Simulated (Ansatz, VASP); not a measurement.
## Two plane-wave programs on Ge2SbO

```xyz
8
Lattice="3.6348 0.0000 0.0000 -1.8174 3.1479 0.0000 0.0000 0.0000 13.9331" Properties=species:S:1:pos:R:3 pbc="T T T"
Ge    0.0000    2.0986    1.2275
Ge    1.8174    1.0493    8.1941
Ge    0.0000    2.0986    5.7391
Ge    1.8174    1.0493   12.7056
Sb    0.0000    2.0986    3.4833
Sb    1.8174    1.0493   10.4499
O     0.0000    0.0000    0.0000
O     0.0000    0.0000    6.9666
```

Change from the starting cell: species swapped into the CrCuO2 type (P6_3/mmc, No. 194).

Alike in both runs: task single point; functional PBE; k mesh 6 × 6 × 2; occupations gaussian, width 0.1 eV; no spin polarisation.

|  | VASP | Ansatz |
| --- | --- | --- |
| version | VASP 6.6.1 | Ansatz 0.2.0 |
| potentials or method | VASP PAW PBE potentials, release 64 (Ge_d, Sb, O), cutoff 520 eV | scalar-relativistic, plane waves, PAW |
| valence electrons in the cell | 78 | 98 |

```csv
,VASP,Ansatz,Ansatz less VASP
gap on the k mesh at the Fermi level (eV),none,none,-
pressure (GPa),15.2,15.1,-0.06
"traceless stress, the component that is largest in VASP (GPa)",34.57,34.39,-0.174
rms of the force components (eV/Å),2.261,2.253,-0.0080
```

Atom by atom the forces differ by 0.008 eV/Å (rms over components). A gap of «none» marks a metal or a gap that the smearing closes. The functional is the same, so the differences come from potentials, cutoffs and numerics. VASP's potentials hold 78 valence electrons a cell and Ansatz's 98, so a difference there can come from the potentials and not from the codes.

Neither program's run includes spin-orbit coupling.
